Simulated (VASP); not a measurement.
Crystal: HfWF3.

```
CELL_PARAMETERS angstrom
4.00885 0.00000 0.00000
0.00000 4.00885 0.00000
0.00000 0.00000 4.00885
ATOMIC_POSITIONS crystal
Hf 0.50000 0.50000 0.50000
W 0.00000 0.00000 0.00000
F 0.50000 0.00000 0.00000
F 0.00000 0.50000 0.00000
F 0.00000 0.00000 0.50000
```

The cell was built from a structure type or drawn by symmetry, and may not be a known phase.

| Item | Value |
| --- | --- |
| Program | VASP 6.6.1 |
| Task | relaxation of cell and atoms |
| Functional | PBE |
| Potentials or basis | VASP PAW PBE potentials, release 64 (Hf_pv, W_sv, F) |
| Cutoff | 600 eV |
| k mesh | 4 × 4 × 4 |
| Occupations | gaussian, width 0.1 eV |
| Spin | no spin polarisation |

At the start: pressure 25.5 GPa; volume 12.89 Å³/atom.

Where does the relaxation end?

Over 3 steps the energy falls by 160.3 meV/atom and the volume is 15.27 Å³/atom (+18.5 %); space group Pm-3m (No. 221, to 0.1 Å) before and after.

Step by step:
| step | energy change (eV) | largest force (eV/Å) | pressure (GPa) | volume (Å³) |
| --- | --- | --- | --- | --- |
| 1 | 0.0000 | 0.0000 | 25.54 | 64.43 |
| 2 | -0.5252 | 0.0000 | -8.86 | 85.54 |
| 3 | -0.8016 | 0.0000 | 0.17 | 76.34 |

Final structure:
```
Hf W F
1.0
     4.24219    0.00000    0.00000
     0.00000    4.24219    0.00000
     0.00000    0.00000    4.24219
Hf W F
1 1 3
Direct
  0.50000 0.50000 0.50000
  0.00000 0.00000 0.00000
  0.50000 0.00000 0.00000
  0.00000 0.50000 0.00000
  0.00000 0.00000 0.50000
```

Caveat: the k points lie up to 0.37 Å⁻¹ apart in the final cell, too coarse for converged energies and pressures of a metal; the volume moved by over 15 % at a fixed basis, so the end points are rough; an odd number of electrons without spin polarisation forces a metal; a magnetic or distorted state may lie lower.
